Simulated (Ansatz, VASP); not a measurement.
**One calculation of TaN, two programs**

```
Ta N
1.0
     0.00000    2.20319    2.17427
     2.20319    0.00000    2.17427
     2.20319    2.20319    0.00000
Ta N
1 1
Direct
  0.49782 0.50218 0.50218
  0.02817 0.97183 0.97183
```

Change from the starting cell: mode 4 frozen in at -0.122 Å, equal normal strain along x and y +0.0133.

Alike in both runs: task single point; functional LDA; k mesh 18 × 18 × 18; occupations gaussian, width 0.15 eV; no spin polarisation.

|  | VASP | Ansatz |
| --- | --- | --- |
| version | VASP 6.6.1 | Ansatz 0.2.0 |
| potentials or method | VASP PAW LDA potentials, release 64 (Ta_pv, N), cutoff 520 eV | scalar-relativistic, plane waves, PAW |
| valence electrons in the cell | 16 | 18 |

Ansatz gave:

- gap on the k mesh at the Fermi level (eV): none
- pressure (GPa): -6.3
- traceless stress, the component that is largest in VASP (GPa): -5.67
- rms of the force components (eV/Å): 0.605

Problem. Estimate VASP's values.

Solution. gap on the k mesh at the Fermi level (eV): none; pressure (GPa): -4.5; traceless stress, the component that is largest in VASP (GPa): -5.76; rms of the force components (eV/Å): 0.618.

LDA's correlation is that of Perdew and Zunger in VASP and of Perdew and Wang (1992) in Ansatz. Atom by atom the forces differ by 0.013 eV/Å (rms over components). A gap of «none» marks a metal or a gap that the smearing closes. VASP's potentials hold 16 valence electrons a cell and Ansatz's 18, so a difference there can come from the potentials and not from the codes.

Neither program's run includes spin-orbit coupling.
